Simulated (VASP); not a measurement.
# Au (Im-3m) in VASP: a series of runs, part 2 of 2

VASP 6.6.1. Earlier steps stand in the parts before.

### 4 Relaxation of cell and atoms, PBEsol

This run uses another cell than the first one, of 18.21 Å³/atom, 1.095 times its volume.

Contents of INCAR:

```
SYSTEM = Au
  ALGO = Normal
  EDIFF = 1E-6
  EDIFFG = -0.02
  ENCUT = 600
  GGA = PS
  IBRION = 2
  ISIF = 3
  ISMEAR = -1
  LASPH = .True.
  LCHARG = .False.
  LREAL = .False.
  LWAVE = .False.
  NELM = 100
  NSW = 80
  PREC = Accurate
  SIGMA = 0.05
```

Contents of KPOINTS:

```
k-points
0
Gamma
  11 11 11
  0 0 0
```

Contents of POSCAR:

```
Au
1.0
   -1.6572690000      1.6572690000      1.6572690000
    1.6572690000     -1.6572690000      1.6572690000
    1.6572690000      1.6572690000     -1.6572690000
Au
1
Direct
    0.0000000000      0.0000000000      0.0000000000
```

Potentials or basis: VASP PAW PBE potentials, release 64 (Au).

Launch:

```
cat potpaw_PBE.64/Au/POTCAR > POTCAR
mpirun -np 1 vasp_std > vasp.out
```

OUTCAR:

```text
SYSTEM = Au
   EDIFF = 1E-6
   EDIFFG = -0.02
   ENCUT = 600
   GGA = PS
   IBRION = 2
   ISIF = 3
   ISMEAR = -1
   LASPH = .True.
   LREAL = .False.
   NELM = 100
   NSW = 80
   PREC = Accurate

 ion  position               nearest neighbor table
   1  0.000  0.000  0.000-

  LATTYP: Found a body centered cubic cell.
 ALAT       =     3.3145380000

  Lattice vectors:

 A1 = (  -1.6572690000,   1.6572690000,   1.6572690000)
 A2 = (   1.6572690000,  -1.6572690000,   1.6572690000)
 A3 = (   1.6572690000,   1.6572690000,  -1.6572690000)

Analysis of symmetry for initial positions (statically):
=====================================================================
 Subroutine PRICEL returns:
 Original cell was already a primitive cell.

 Routine SETGRP: Setting up the symmetry group for a
 body centered cubic supercell.

 Subroutine GETGRP returns: Found 48 space group operations
[... 208 lines left out ...]
  band No.  band energies     occupation
      1      -0.0783      2.00000
      2       5.4148      2.00000
      3       5.4148      2.00000
      4       5.4148      2.00000
      5       7.6497      2.00000
      6       7.6497      2.00000
      7      27.2492      0.00000
      8      27.2492      0.00000
      9      27.2492      0.00000
[... 345 lines left out ...]
--------------------------------------- Ionic step        4  -------------------------------------------

 number of electron      11.0000001 magnetization

 Free energy of the ion-electron system (eV)
  ---------------------------------------------------
  ext. energy  EPLUGINS =         0.00000000
  ---------------------------------------------------
  free energy    TOTEN  =        -3.89599224 eV

  energy without entropy =       -3.89053951  energy(sigma->0) =       -3.89326588

 E-fermi :   9.0942     XC(G=0): -12.8749

 val. band max:        9.0855053068   @ k =  -0.3636   0.3636   0.2727
 cond. band min:       9.1203869583   @ k =  -0.3636   0.4545   0.0909
 fundamental gap:      0.0348816515
 Fermi energy:         9.0942181674

 k-point     1 :       0.0000    0.0000    0.0000
  band No.  band energies     occupation
      1      -0.6424      2.00000
      2       4.4059      2.00000
      3       4.4059      2.00000
      4       4.4059      2.00000
      5       6.3507      2.00000
      6       6.3507      2.00000
      7      25.7454      0.00000
      8      25.7454      0.00000
      9      25.7454      0.00000
[... 304 lines left out ...]
  FREE ENERGIE OF THE ION-ELECTRON SYSTEM (eV)
  ---------------------------------------------------
  free  energy   TOTEN  =        -3.8959922441 eV

  energy  without entropy=       -3.8905395136  energy(sigma->0) =       -3.89326588

 reached required accuracy - stopping structural energy minimisation
```

CONTCAR:

```text
Au
   1.00000000000000
    -1.6221397872155994    1.6221397872155994    1.6221397872155994
     1.6221397872155994   -1.6221397872155994    1.6221397872155994
     1.6221397872155994    1.6221397872155994   -1.6221397872155994
  Au
     1
Direct
     0.0000000000000000    0.0000000000000000    0.0000000000000000

  0.00000000E+00  0.00000000E+00  0.00000000E+00
```

Run time: 16 s. Hardware: 1 thread of Intel Xeon 6975P-C, shared host; peak memory 0.15 GiB.

What came out:

| Item | Value |
| --- | --- |
| Free energy | -3.8960 eV |
| Relaxed volume | 17.07 Å³/atom |
| Relaxed cell | a = 2.810 Å, b = 2.810 Å, c = 2.810 Å, α = 109.47°, β = 109.47°, γ = 109.47° |
| Space group after relaxing (to 0.05 Å) | Im-3m (No. 229) |
| Energy gained by relaxing | 34.3 meV/atom |
| Ionic steps | 4 |
| Pressure after relaxing | 0.0 GPa |

Step by step:
```
step  energy change (eV)  largest force (eV/Å)  pressure (GPa)  volume (Å³)
   1              0.0000                0.0000           -8.99        18.21
   2              0.0428                0.0000           19.17        15.64
   3             -0.0343                0.0000           -0.23        17.10
   4             -0.0343                0.0000           -0.03        17.07
```

Final structure:
```
Au
1.0
    -1.62214    1.62214    1.62214
     1.62214   -1.62214    1.62214
     1.62214    1.62214   -1.62214
Au
1
Direct
  0.00000 0.00000 0.00000
```

Caveat: the PAW data sets were made with another functional, which shifts forces and pressure a little; spin-orbit coupling is left out, which moves the levels of the heavy elements.

### 5 Relaxation of cell and atoms, PBEsol, target pressure 5 GPa, at which the enthalpy is minimised

This run uses another cell than the first one, of 18.21 Å³/atom, 1.095 times its volume.

Contents of INCAR:

```
SYSTEM = Au
PREC = Accurate
ENCUT = 600
EDIFF = 1E-6
ISMEAR = -1
SIGMA = 0.05
LREAL = .False.
LASPH = .True.
NELM = 100
ALGO = Normal
ISIF = 3
LWAVE = .False.
LCHARG = .False.
GGA = PS
IBRION = 2
NSW = 80
EDIFFG = -0.02
PSTRESS = 50.0
```

Contents of KPOINTS:

```
Automatic mesh
0
Gamma
  11 11 11
  0 0 0
```

POSCAR is that of step 4.

Launch:

```
cat potpaw_PBE.64/Au/POTCAR > POTCAR
mpirun -np 1 vasp_std > vasp.out
```

It took 20 s on 1 thread of Intel Xeon 6975P-C, shared host; peak memory 0.16 GiB.

Results (log left out):

| Item | Value |
| --- | --- |
| Free energy | -3.8886 eV |
| Relaxed volume | 16.60 Å³/atom |
| Relaxed cell | a = 2.783 Å, b = 2.783 Å, c = 2.783 Å, α = 109.47°, β = 109.47°, γ = 109.47° |
| Space group after relaxing (to 0.05 Å) | Im-3m (No. 229) |
| Energy change on relaxing (the enthalpy is what falls) | -26.9 meV/atom |
| Ionic steps | 5 |
| Pressure after relaxing | 5.2 GPa |

Step by step:
| step | energy change (eV) | largest force (eV/Å) | pressure (GPa) | volume (Å³) |
| --- | --- | --- | --- | --- |
| 1 | 0.0000 | 0.0000 | -8.99 | 18.21 |
| 2 | 0.3138 | 0.0000 | 49.48 | 14.33 |
| 3 | -0.0293 | 0.0000 | 4.24 | 16.68 |
| 4 | -0.0279 | 0.0000 | 4.80 | 16.63 |
| 5 | -0.0269 | 0.0000 | 5.16 | 16.60 |

Final structure:
```xyz
1
Lattice="-1.6070 1.6070 1.6070 1.6070 -1.6070 1.6070 1.6070 1.6070 -1.6070" Properties=species:S:1:pos:R:3 pbc="T T T"
Au    0.0000    0.0000    0.0000
```

Levels at points of the mesh, in eV from the Fermi level:
| k point | band 4 | band 5 | band 6 | band 7 | band 8 | band 9 |
| --- | --- | --- | --- | --- | --- | --- |
| (0.00, 0.00, 0.00) | -4.84 | -2.81 | -2.81 | 16.66 | 16.66 | 16.66 |

Caveat: the cell is relaxed towards a set pressure, so the enthalpy falls and the energy may rise; the PAW data sets were made with another functional, which shifts forces and pressure a little; spin-orbit coupling is left out, which moves the levels of the heavy elements.

### 6 Relaxation of cell and atoms, PBEsol, target pressure 10 GPa, at which the enthalpy is minimised

This run uses another cell than the first one, of 18.21 Å³/atom, 1.095 times its volume.

Contents of INCAR:

```
ALGO = Normal
EDIFF = 1E-6
EDIFFG = -0.02
ENCUT = 600
GGA = PS
IBRION = 2
ISIF = 3
ISMEAR = -1
LASPH = T
LCHARG = F
LREAL = F
LWAVE = F
NELM = 60
NSW = 80
PREC = Accurate
PSTRESS = 100.0
SIGMA = 0.05
```

Contents of KPOINTS:

```
k-points
0
Gamma
  11 11 11
```

POSCAR is that of step 5.

Potentials or basis: VASP PAW PBE potentials, release 64 (Au).

Launch:

```
cat potpaw_PBE.64/Au/POTCAR > POTCAR
mpirun -np 1 vasp_std > vasp.out
```

Wall time 20 s (1 thread of Intel Xeon 6975P-C, shared host); peak memory 0.16 GiB.

The run converged. Its results:

| Property | Result |
| --- | --- |
| Free energy | -3.8710 eV |
| Relaxed volume | 16.22 Å³/atom |
| Relaxed cell | a = 2.762 Å, b = 2.762 Å, c = 2.762 Å, α = 109.47°, β = 109.47°, γ = 109.47° |
| Space group after relaxing (to 0.05 Å) | Im-3m (No. 229) |
| Energy change on relaxing (the enthalpy is what falls) | -9.4 meV/atom |
| Ionic steps | 5 |
| Pressure after relaxing | 10.0 GPa |

Step by step:
```csv
step,energy change (eV),largest force (eV/Å),pressure (GPa),volume (Å³)
1,0.0000,0.0000,-8.99,18.21
2,0.8637,0.0000,96.65,13.09
3,-0.0166,0.0000,8.30,16.35
4,-0.0120,0.0000,9.42,16.27
5,-0.0094,0.0000,10.02,16.22
```

Final structure:
```
CELL_PARAMETERS angstrom
-1.59481 1.59481 1.59481
1.59481 -1.59481 1.59481
1.59481 1.59481 -1.59481
ATOMIC_POSITIONS crystal
Au 0.00000 0.00000 0.00000
```

Levels at points of the mesh, in eV from the Fermi level:
```tsv
k point	band 3	band 4	band 5	band 6	band 7	band 8	band 9
(0.00, 0.00, 0.00)	-4.98	-4.98	-2.87	-2.87	16.66	16.66	16.66
```

Caveat: the cell is relaxed towards a set pressure, so the enthalpy falls and the energy may rise; the PAW data sets were made with another functional, which shifts forces and pressure a little; spin-orbit coupling is left out, which moves the levels of the heavy elements.

### 7 The runs side by side

| task | cell | cutoff (eV) | gap on the mesh (eV) | pressure (GPa) |
| --- | --- | --- | --- | --- |
| single point | a = 2.785 Å, angles 109.5°, 1 atom | 520 | none | 4.7 |
| single point | a = 2.763 Å, angles 109.5°, 1 atom | 520 | none | 9.7 |
| relaxation of cell and atoms | relaxed from a = 2.870 Å, angles 109.5°, 1 atom | 600 | none | 0.0 |
| relaxation of cell and atoms | relaxed to 5 GPa from a = 2.870 Å, angles 109.5°, 1 atom | 600 | none | 5.2 |
| relaxation of cell and atoms | relaxed to 10 GPa from a = 2.870 Å, angles 109.5°, 1 atom | 600 | none | 10.0 |

Alike in all rows: level PBEsol; potentials or basis VASP PAW PBE potentials, release 64 (Au); no spin polarisation; k mesh 11 × 11 × 11; smearing fermi-dirac 0.05 eV.

Caveats: the PAW data sets were made with another functional, which shifts forces and pressure a little; spin-orbit coupling is left out, which moves the levels of the heavy elements; the cell is relaxed towards a set pressure, so the enthalpy falls and the energy may rise (some runs).

Total energies depend on the potentials used, so only differences within one code and one set of settings carry meaning.
